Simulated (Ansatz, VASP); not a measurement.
TiC: VASP beside Ansatz

File POSCAR:

```
TiC
1.0
    0.0000000000      2.1197324616      2.1197324616
    2.1197324616      0.0000000000      2.1197324616
    2.1197324616      2.1197324616      0.0000000000
Ti C
1 1
Direct
    0.0000000000      0.0000000000      0.0000000000
    0.5000000000      0.5000000000      0.5000000000
```

Contents of INCAR.step1:

```
ALGO = Normal ; EDIFF = 1E-4
ENCUT = 520 ; GGA = PE
ISMEAR = 0 ; LASPH = True
LCHARG = False ; LREAL = False
LWAVE = True ; NBANDS = 15
NELM = 60 ; PREC = Accurate
SIGMA = 0.1
```

File INCAR.step2:

```
ALGO = Normal ; EDIFF = 1E-6
ENCUT = 520 ; ISIF = 2
ISMEAR = 0 ; ISTART = 1
LASPH = True ; LCHARG = False
LMIXTAU = True ; LREAL = False
LWAVE = False ; METAGGA = R2SCAN
NBANDS = 15 ; NELM = 60
PREC = Accurate ; SIGMA = 0.1
```

KPOINTS

```
k-points
0
Gamma
  16 16 16
```

Input for Ansatz:

```yaml
crystal:
  lattice:
    - [0.0, 2.1197324616, 2.1197324616]
    - [2.1197324616, 0.0, 2.1197324616]
    - [2.1197324616, 2.1197324616, 0.0]
  atoms:
    - { symbol: Ti, position: [0.0, 0.0, 0.0] }
    - { symbol: C, position: [0.5, 0.5, 0.5] }
basis:
  ecutwfc: 500
kpoints:
  mp_grid: { grid: [16, 16, 16] }
hamiltonian:
  xc: r2scan
scf:
  occupations: { method: gaussian, width: 0.1 }
output:
  forces: true
  stress: true
  eigenvalues: true
```

Alike in both runs: task single point; functional r2SCAN; k mesh 16 × 16 × 16; occupations gaussian, width 0.1 eV; no spin polarisation.

```csv
,VASP,Ansatz
version,VASP 6.6.1,Ansatz 0.2.0
potentials or method,"VASP PAW PBE potentials, release 64 (Ti_sv, C), cutoff 520 eV","scalar-relativistic, plane waves, PAW"
valence electrons in the cell,16,16
```

```tsv
	VASP	Ansatz	Ansatz less VASP
gap on the k mesh at the Fermi level (eV)	none	none	-
pressure (GPa)	19.4	18.3	-1.08
```

VASP's potentials were made for PBE, not for r2SCAN. A gap of «none» marks a metal or a gap that the smearing closes. With one functional, cell and mesh, what is left measures potentials, basis and numerics.
